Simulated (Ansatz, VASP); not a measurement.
**Sn3PbSe4: VASP beside Ansatz**

```
Sn Pb Se
1.0
     6.10365    0.00000    0.00000
     0.00000    6.10365    0.00000
     0.00000    0.00000    6.10365
Sn Pb Se
3 1 4
Direct
  0.50000 0.00000 0.00000
  0.00000 0.00000 0.50000
  0.00000 0.50000 0.00000
  0.50000 0.50000 0.50000
  0.00000 0.50000 0.50000
  0.50000 0.50000 0.00000
  0.00000 0.00000 0.00000
  0.50000 0.00000 0.50000
```

Alike in both runs: task single point; functional PBE; k mesh 4 × 4 × 4; occupations gaussian, width 0.1 eV; no spin polarisation.

```csv
,VASP,Ansatz
version,VASP 6.6.1,Ansatz 0.2.0
potentials or method,"VASP PAW PBE potentials, release 64 (Sn_d, Pb_d, Se), cutoff 520 eV","scalar-relativistic, plane waves, PAW"
valence electrons in the cell,80,120
```

```csv
,VASP,Ansatz,Ansatz less VASP
gap on the k mesh at the Fermi level (eV),none,none,-
pressure (GPa),-0.1,-0.1,+0.02
```

A gap of «none» marks a metal or a gap that the smearing closes. The functional is the same, so the differences come from potentials, cutoffs and numerics. VASP's potentials hold 80 valence electrons a cell and Ansatz's 120, so a difference there can come from the potentials and not from the codes.

Neither program's run includes spin-orbit coupling.
